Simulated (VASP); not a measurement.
# ZrC (Fm-3m) in VASP: notebook

Runs on ZrC. Level: PBEsol. Tasks: single point, relaxation of cell and atoms.

Everything below comes from runs of VASP 6.6.1. Logs are shortened: lines on timing, memory, paths and dates and some standing lists are left out, and cuts for length are marked.

### 1 The cell of the first run

The structure is cubic, space group Fm-3m (No. 225). The conventional cell has a = 4.670 Å, b = 4.670 Å, c = 4.670 Å, α = 90.00°, β = 90.00°, γ = 90.00°. Within 3.1 Å of Zr (site symmetry m-3m) lie 6 C at 2.33 Å. Within 3.1 Å of C (site symmetry m-3m) lie 6 Zr at 2.33 Å.

### 2 Single point, PBEsol

Input file INCAR:

```
SYSTEM = ZrC
PREC = Accurate
ENCUT = 520
EDIFF = 1E-6
ISMEAR = -1
SIGMA = 0.05
LREAL = .False.
LASPH = .True.
NELM = 60
ALGO = Normal
ISIF = 2
LWAVE = .False.
LCHARG = .False.
GGA = PS
NBANDS = 15
```

Input file KPOINTS:

```
regular mesh
0
Gamma
  12 12 12
  0 0 0
```

Input file POSCAR:

```
ZrC
1.0
    0.0000000000      2.3348125214      2.3348125214
    2.3348125214      0.0000000000      2.3348125214
    2.3348125214      2.3348125214      0.0000000000
Zr C
1 1
Direct
    0.5000000000      0.5000000000      0.5000000000
    0.0000000000      0.0000000000      0.0000000000
```

Potentials or basis: VASP PAW PBE potentials, release 64 (Zr_sv, C).

Run with:

```bash
$ cat potpaw_PBE.64/Zr_sv/POTCAR potpaw_PBE.64/C/POTCAR > POTCAR
$ mpirun -np 1 vasp_std > vasp.out
```

OUTCAR:

```text
SYSTEM = ZrC
   PREC = Accurate
   ENCUT = 520
   EDIFF = 1E-6
   ISMEAR = -1
   LREAL = .False.
   LASPH = .True.
   NELM = 60
   ISIF = 2
   GGA = PS

 ion  position               nearest neighbor table
   1  0.500  0.500  0.500-   2 2.33   2 2.33   2 2.33   2 2.33   2 2.33   2 2.33
   2  0.000  0.000  0.000-   1 2.33   1 2.33   1 2.33   1 2.33   1 2.33   1 2.33

  LATTYP: Found a face centered cubic cell.
 ALAT       =     4.6696250428

  Lattice vectors:

 A1 = (   0.0000000000,   2.3348125214,   2.3348125214)
 A2 = (   2.3348125214,   0.0000000000,   2.3348125214)
 A3 = (   2.3348125214,   2.3348125214,   0.0000000000)

Analysis of symmetry for initial positions (statically):
=====================================================================
 Subroutine PRICEL returns:
 Original cell was already a primitive cell.

 Routine SETGRP: Setting up the symmetry group for a
 face centered cubic supercell.

 Subroutine GETGRP returns: Found 48 space group operations
 (whereof 48 operations were pure point group operations)
 out of a pool of 48 trial point group operations.

The static configuration has the point symmetry O_h .

Analysis of symmetry for dynamics (positions and initial velocities):
=====================================================================
 Subroutine PRICEL returns:
 Original cell was already a primitive cell.

 Routine SETGRP: Setting up the symmetry group for a
 face centered cubic supercell.

 Subroutine GETGRP returns: Found 48 space group operations
 (whereof 48 operations were pure point group operations)
 out of a pool of 48 trial point group operations.

The dynamic configuration has the point symmetry O_h .

 Subroutine INISYM returns: Found 48 space group operations
 (whereof 48 operations are pure point group operations),
 and found     1 'primitive' translations

----------------------------------------------------------------------------------------

                                     Primitive cell

  volume of cell :      25.4558

  direct lattice vectors                    reciprocal lattice vectors
     0.000000000  2.334812521  2.334812521    -0.214149957  0.214149957  0.214149957
     2.334812521  0.000000000  2.334812521     0.214149957 -0.214149957  0.214149957
     2.334812521  2.334812521  0.000000000     0.214149957  0.214149957 -0.214149957

  length of vectors
     3.301923533  3.301923533  3.301923533     0.370918605  0.370918605  0.370918605

  position of ions in fractional coordinates (direct lattice)
     0.500000000  0.500000000  0.500000000
     0.000000000  0.000000000  0.000000000
[... 83 lines left out ...]
   ISIF   =      2    stress and relaxation
   ISYM   =      2    0-nonsym 1-usesym 2-fastsym
   POTIM  = 0.5000    time-step for ionic-motion
   TEBEG  =    0.0;   TEEND  =   0.0 temperature during run
   PSTRESS=    0.0 pullay stress
   NELECT =      16.0000    total number of electrons
   NUPDOWN=      -1.0000    fix difference up-down
   EMIN   =  10.00;   EMAX   =-10.00  energy-range for DOS
   EFERMI =   0.00;   METHOD = LEGACY
   ISMEAR =    -1;   SIGMA  =   0.05  broadening in eV -4-tet -1-fermi 0-gaus
   EFERMI_NEDOS =   21; number of points for ismear=-14 and -15
   IALGO  =     38    algorithm
   IMIX   =      4    mixing-type and parameters
     AMIX     =   0.40;   BMIX     =  1.00
     AMIX_MAG =   1.60;   BMIX_MAG =  1.00
  volume/ion in A,a.u.               =      12.73        85.89
  Fermi-wavevector in a.u.,A,eV,Ry     =   1.402338  2.650035 26.756576  1.966553
  Thomas-Fermi vector in A             =   2.525110
   LORBIT       =      0    0 simple, 1 ext, 2 COOP (PROOUT), +10 PAW based schemes
   GGA     = PS    functional components
   LHFCALC =     F    Hartree Fock is set to
   AEXX    =    0.0000 exact exchange contribution
   IVDW    =     0    specifies the selected vdW correction
   LEPSILON=     F    determine dielectric tensor
   LRPA    =     F    only Hartree local field effects (RPA)
 non-spin polarized calculation
  energy-cutoff  :      520.00
  volume of cell :       25.46
 maximum number of plane-waves:       701
 NGX is ok and might be reduce to    28
   NGX = 13   NGY = 13   NGZ = 13

 number of electron      16.0000000 magnetization

 Free energy of the ion-electron system (eV)
  ---------------------------------------------------
  ext. energy  EPLUGINS =         0.00000000
  ---------------------------------------------------
  free energy    TOTEN  =       -20.57325145 eV

  energy without entropy =      -20.57007573  energy(sigma->0) =      -20.57166359

 E-fermi :   9.7643     XC(G=0): -12.3774

 val. band max:        9.6990705779   @ k =   0.4167   0.4167   0.0000
 cond. band min:       9.7896925479   @ k =   0.1667   0.1667   0.0000
 fundamental gap:      0.0906219700
 Fermi energy:         9.7643151320

 k-point     1 :       0.0000    0.0000    0.0000
  band No.  band energies     occupation
      1     -38.1783      2.00000
      2     -15.9057      2.00000
      3     -15.9057      2.00000
      4     -15.9057      2.00000
      5      -1.6288      2.00000
      6      10.6784      0.00000
      7      10.6784      0.00000
      8      10.6784      0.00000
      9      10.7836      0.00000
     10      10.7836      0.00000
     11      10.7836      0.00000
     12      12.5829      0.00000
     13      12.5829      0.00000
     14      17.2417      0.00000
[... 401 lines left out ...]
      2     -16.7434      2.00000
      3     -16.1616      2.00000
      4     -16.0254      2.00000
      5       1.1120      2.00000
      6       4.9634      2.00000
      7       7.0188      2.00000
      8       7.0846      2.00000
      9      13.4728      0.00000
     10      14.0618      0.00000
     11      14.6555      0.00000
     12      17.8866      0.00000
     13      19.2847      0.00000
     14      19.6920      0.00000
     15      23.2551      0.00000

 [... further k-points ...]
[... 5 lines left out ...]
  --------------------------------------------------------------------------------------
  -------------------------------------------------------------------------------------
  Total        0.0518439      0.0518439      0.0518439      0.0000000      0.0000000     -0.0000000
  in kB        3.2630385      3.2630385      3.2630385      0.0000000      0.0000000     -0.0000000
  external PRESSURE =       3.2630385 kB  Pullay stress =       0.0000000 kB

 VOLUME and BASIS-vectors are now :
 -----------------------------------------------------------------------------
  energy-cutoff  :      520.00
  volume of cell :       25.46
      direct lattice vectors                 reciprocal lattice vectors
     0.000000000  2.334812521  2.334812521    -0.214149957  0.214149957  0.214149957
     2.334812521  0.000000000  2.334812521     0.214149957 -0.214149957  0.214149957
     2.334812521  2.334812521  0.000000000     0.214149957  0.214149957 -0.214149957

 POSITION                                       TOTAL-FORCE (eV/Angst)
 -----------------------------------------------------------------------------------
      2.33481      2.33481      2.33481        -0.000000     -0.000000     -0.000000
      0.00000      0.00000      0.00000         0.000000      0.000000      0.000000
 -----------------------------------------------------------------------------------
    total drift:                                0.000000      0.000000      0.000000

  FREE ENERGIE OF THE ION-ELECTRON SYSTEM (eV)
  ---------------------------------------------------
  free  energy   TOTEN  =       -20.5732514543 eV

  energy  without entropy=      -20.5700757333  energy(sigma->0) =      -20.57166359
```

OSZICAR:

```text
N       E                     dE             d eps       ncg     rms          rms(c)
DAV:   1     0.972651216473E+02    0.97265E+02   -0.85133E+03  2160   0.108E+03
DAV:   2    -0.177750391333E+02   -0.11504E+03   -0.10749E+03  2706   0.285E+02
DAV:   3    -0.236033271047E+02   -0.58283E+01   -0.57874E+01  3529   0.549E+01
DAV:   4    -0.237800708825E+02   -0.17674E+00   -0.17667E+00  2613   0.622E+00
DAV:   5    -0.237813766683E+02   -0.13058E-02   -0.13057E-02  2814   0.563E-01    0.217E+01
DAV:   6    -0.206834710323E+02    0.30979E+01   -0.55635E+00  2529   0.218E+01    0.798E+00
DAV:   7    -0.205957759268E+02    0.87695E-01   -0.59157E-01  2499   0.555E+00    0.664E+00
DAV:   8    -0.206024159099E+02   -0.66400E-02   -0.29377E-01  2630   0.397E+00    0.436E+00
DAV:   9    -0.205736849512E+02    0.28731E-01   -0.50957E-02  2384   0.153E+00    0.631E-01
DAV:  10    -0.205732870186E+02    0.39793E-03   -0.46468E-03  2776   0.599E-01    0.180E-01
DAV:  11    -0.205732568835E+02    0.30135E-04   -0.23534E-04  2447   0.156E-01    0.446E-02
DAV:  12    -0.205732520877E+02    0.47958E-05   -0.48348E-06  2743   0.195E-02    0.860E-03
DAV:  13    -0.205732514543E+02    0.63337E-06   -0.16842E-06  2509   0.832E-03
   1 F= -.20573251E+02 E0= -.20571664E+02  d E =-.317572E-02
```

It took 26 s on 1 thread of Intel Xeon 6975P-C (Granite Rapids), shared host; peak memory 0.17 GiB.

Results:

```yaml
Free_energy: -20.5733 eV
Pressure: 0.3 GPa
Band_gap_on_the_k_mesh: zero (band 8 reaches 10.68 eV, above the bottom of band 9 at 9.34 eV)
```

Levels at points of the mesh, in eV from the Fermi level:
| k point | band 4 | band 5 | band 6 | band 7 | band 8 | band 9 | band 10 | band 11 | band 12 | band 13 |
| --- | --- | --- | --- | --- | --- | --- | --- | --- | --- | --- |
| (0.00, 0.00, 0.00) | -25.67 | -11.39 | 0.91 | 0.91 | 0.91 | 1.02 | 1.02 | 1.02 | 2.82 | 2.82 |
| (0.50, 0.00, 0.00) | -25.76 | -8.17 | -5.46 | -3.05 | -3.05 | 4.56 | 4.56 | 5.42 | 6.52 | 10.38 |
| (0.50, 0.50, 0.00) | -25.98 | -10.23 | -2.07 | -1.92 | 0.05 | 0.05 | 4.53 | 5.78 | 5.78 | 8.25 |

Caveat: the PAW data sets were made with another functional, which shifts forces and pressure a little.

### 3 Relaxation of cell and atoms, PBEsol

This run uses another cell than the first one, of 12.43 Å³/atom, 0.977 times its volume.

Input file INCAR:

```
SYSTEM = ZrC
ALGO = Normal
EDIFF = 1E-7
EDIFFG = -0.005
ENCUT = 600
GGA = PS
IBRION = 2
ISIF = 3
ISMEAR = -1
LASPH = .True.
LCHARG = .False.
LREAL = .False.
LWAVE = .False.
NELM = 100
NSW = 100
PREC = Accurate
SIGMA = 0.05
```

Input file KPOINTS:

```
k-points
0
Gamma
  12 12 12
  0 0 0
```

Input file POSCAR:

```
ZrC
1.0
    0.0000000000      2.3167211471      2.3167211471
    2.3167211471      0.0000000000      2.3167211471
    2.3167211471      2.3167211471      0.0000000000
Zr C
1 1
Direct
    0.5000000000      0.5000000000      0.5000000000
    0.0000000000      0.0000000000      0.0000000000
```

Potentials or basis: VASP PAW PBE potentials, release 64 (Zr_sv, C).

Run with:

```bash
$ cat potpaw_PBE.64/Zr_sv/POTCAR potpaw_PBE.64/C/POTCAR > POTCAR
$ mpirun -np 1 vasp_std > vasp.out
```

Wall time 52 s (1 thread of Intel Xeon 6975P-C (Granite Rapids), shared host); peak memory 0.19 GiB.

Results (log left out):

```
Free energy                            : -20.5736 eV
Relaxed volume                         : 12.74 Å³/atom
Relaxed cell                           : a = 3.303 Å, b = 3.303 Å, c = 3.303 Å, α = 60.00°, β = 60.00°, γ = 60.00°
Space group after relaxing (to 0.05 Å) : Fm-3m (No. 225)
Energy gained by relaxing              : 5.7 meV/atom
Ionic steps                            : 4
Pressure after relaxing                : 0.0 GPa
Band gap on the k mesh                 : zero (band 8 reaches 10.67 eV, above the bottom of band 9 at 9.33 eV)
```

The path:
```tsv
step	energy change (eV)	largest force (eV/Å)	pressure (GPa)	volume (Å³)
1	0.0000	0.0000	6.04	24.87
2	0.0217	0.0000	-9.21	26.59
3	-0.0113	0.0000	-0.07	25.49
4	-0.0113	0.0000	0.04	25.48
```

Final structure:
```
Zr C
1.0
     0.00000    2.33550    2.33550
     2.33550    0.00000    2.33550
     2.33550    2.33550    0.00000
Zr C
1 1
Direct
  0.50000 0.50000 0.50000
  0.00000 0.00000 0.00000
```

Levels at points of the mesh, in eV from the Fermi level:
```
           k point  band 5  band 6  band 7  band 8  band 9  band 10  band 11  band 12
(0.00, 0.00, 0.00)  -11.39    0.91    0.91    0.91    1.02     1.02     1.02     2.82
(0.50, 0.00, 0.00)   -8.17   -5.45   -3.05   -3.05    4.56     4.56     5.41     6.51
(0.50, 0.50, 0.00)  -10.22   -2.07   -1.92    0.05    0.05     4.52     5.77     5.77
```

Caveat: the PAW data sets were made with another functional, which shifts forces and pressure a little. Zero-point motion and thermal expansion aren't in these numbers.
